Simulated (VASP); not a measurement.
# ZrB: single point with PBE

The system is ZrB.

```
CELL_PARAMETERS angstrom
0.00000 2.07144 2.92902
2.07144 0.00000 2.92902
2.07144 2.07144 0.00000
ATOMIC_POSITIONS crystal
Zr 0.00000 0.00000 0.00000
B 0.50000 0.50000 0.50000
```

This cell differs from its parent crystal: ratio of the length along z to the lengths across it x 1.414, volume and fractional coordinates fixed.

* Program: VASP 6.6.1
* Task: single point
* Functional: PBE
* Potentials or basis: VASP PAW PBE potentials, release 64 (Zr_sv, B)
* Cutoff: 520 eV
* k mesh: 20 × 20 × 20
* Occupations: gaussian, width 0.15 eV
* Spin: no spin polarisation
* Dipole correction: no
* Further INCAR settings: ALGO = Normal; EDIFF = 1e-06; NBANDS = 14

```
Pressure : 64.2 GPa
```

Stress tensor (GPa, compression positive):
```
106.79   0.00   0.00
  0.00 106.79   0.00
  0.00   0.00 -20.87
```

Levels at points of the mesh, in eV from the Fermi level:
```tsv
k point	band 4	band 5	band 6	band 7	band 8	band 9	band 10	band 11	band 12	band 13
(0.00, 0.00, 0.00)	-24.82	-8.57	-0.84	-0.22	2.01	3.31	3.31	4.36	4.36	5.02
(0.50, 0.00, 0.00)	-24.63	-4.61	-3.11	-3.06	-2.13	5.36	5.38	6.78	8.38	9.60
(0.50, 0.50, 0.00)	-24.90	-7.30	-2.56	-1.67	3.89	3.89	5.34	5.93	5.93	7.61
(0.50, 0.00, 0.50)	-25.05	-7.32	-1.21	1.20	1.42	3.07	3.41	4.17	8.73	11.45
```

Run time: 85 s on 1 thread of Intel(R) Xeon(R) 6975P-C (Granite Rapids), with other jobs on the host, peak memory 0.35 GiB.
